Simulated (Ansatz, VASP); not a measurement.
**Two plane-wave programs on Hf**

INCAR

```
PREC = Accurate ; ENCUT = 520
EDIFF = 1E-7 ; ISMEAR = 0
SIGMA = 0.15 ; LREAL = False
LASPH = True ; NELM = 100
ALGO = Fast ; ISIF = 2
LWAVE = False ; LCHARG = True
GGA = PS ; LELF = True
LVHAR = True ; NBANDS = 11
```

Contents of KPOINTS:

```
regular mesh
0
Gamma
  20 20 20
```

The input POSCAR:

```
Hf
1.0
   -1.1594912628      1.8652685532      1.8652685532
    1.8652685532     -1.1594912628      1.8652685532
    1.8652685532      1.8652685532     -1.1594912628
Hf
1
Direct
    0.0000000000      0.0000000000      0.0000000000
```

Input for Ansatz:

```yaml
crystal:
  lattice:
    - [-1.1594912628, 1.8652685532, 1.8652685532]
    - [1.8652685532, -1.1594912628, 1.8652685532]
    - [1.8652685532, 1.8652685532, -1.1594912628]
  atoms:
    - { symbol: Hf, position: [0.0, 0.0, 0.0] }
basis:
  ecutwfc: 420
kpoints:
  mp_grid: { grid: [20, 20, 20] }
hamiltonian:
  xc: pbesol
scf:
  occupations: { method: gaussian, width: 0.15 }
output:
  forces: true
  stress: true
  eigenvalues: true
```

Alike in both runs: task single point; functional PBEsol; k mesh 20 × 20 × 20; occupations gaussian, width 0.15 eV; no spin polarisation.

|  | VASP | Ansatz |
| --- | --- | --- |
| version | VASP 6.6.1 | Ansatz 0.2.0 |
| potentials or method | VASP PAW PBE potentials, release 64 (Hf_pv), cutoff 520 eV | scalar-relativistic, plane waves, PAW |
| valence electrons in the cell | 10 | 26 |

```csv
,VASP,Ansatz,Ansatz less VASP
gap on the k mesh at the Fermi level (eV),none,none,-
pressure (GPa),-1.9,-1.6,+0.27
"traceless stress, the component that is largest in VASP (GPa)",-5.40,-5.41,-0.009
```

VASP's potentials were made for PBE, not for PBEsol. A gap of «none» marks a metal or a gap that the smearing closes. VASP's potentials hold 10 valence electrons a cell and Ansatz's 26, so a difference there can come from the potentials and not from the codes.

Spin-orbit coupling is off throughout.
